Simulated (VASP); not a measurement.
Here is a VASP 6.6.1 calculation.

The input INCAR:

```
PREC     = Accurate       # precision mode
ENCUT    = 520            # plane-wave cutoff, eV
EDIFF    = 1E-6           # SCF threshold, eV
ISMEAR   = -1             # smearing method
SIGMA    = 0.1312         # smearing width, eV
LREAL    = False          # projectors in reciprocal space
LASPH    = True           # aspherical terms in the spheres
NELM     = 80             # most SCF steps
ALGO     = Normal         # electronic algorithm
ISIF     = 2              # what is computed and relaxed
LWAVE    = False          # write WAVECAR
LCHARG   = False          # write CHGCAR
NBANDS   = 58             # bands
```

File KPOINTS:

```
regular mesh
0
Gamma
  3 3 3
```

POSCAR

```
ScPb3Cl6
1.0
    0.0000000000      5.3279650000      5.3279650000
    5.3279650000      0.0000000000      5.3279650000
    5.3279650000      5.3279650000      0.0000000000
Pb Cl Sc
3 6 1
Direct
    0.2500000000      0.2500000000      0.2500000000
    0.7500000000      0.7500000000      0.7500000000
    0.5000000000      0.5000000000      0.5000000000
    0.2380000000      0.7620000000      0.7620000000
    0.7620000000      0.2380000000      0.7620000000
    0.7620000000      0.2380000000      0.2380000000
    0.2380000000      0.7620000000      0.2380000000
    0.7620000000      0.7620000000      0.2380000000
    0.2380000000      0.2380000000      0.7620000000
    0.0000000000      0.0000000000      0.0000000000
```

Potentials or basis: VASP PAW LDA potentials, release 64 (Pb_d, Cl, Sc_sv).

Run with:

```bash
$ cat potpaw_LDA.64/Pb_d/POTCAR potpaw_LDA.64/Cl/POTCAR potpaw_LDA.64/Sc_sv/POTCAR > POTCAR
$ mpirun -np 1 vasp_std > vasp.out
```

Q: Predict the pressure.

A: -2.9 GPa.

Q: What does it give for the largest force?

A: 0.554 eV/Å.

Q: Predict the band gap on the k mesh.

A: Zero (an odd number of electrons rules out a gap without spin polarisation).

Forces in eV/Å, atoms in the order of the input:
```
Pb   0.000  0.000  0.000
Pb   0.000  0.000  0.000
Pb   0.000  0.000  0.000
Cl   0.554  0.000  0.000
Cl   0.000  0.554  0.000
Cl  -0.554  0.000  0.000
Cl   0.000 -0.554  0.000
Cl   0.000  0.000  0.554
Cl   0.000  0.000 -0.554
Sc   0.000  0.000  0.000
```

Caveat: spin-orbit coupling is left out, which moves the levels of the heavy elements; an odd number of electrons without spin polarisation forces a metal; a magnetic or distorted state may lie lower.
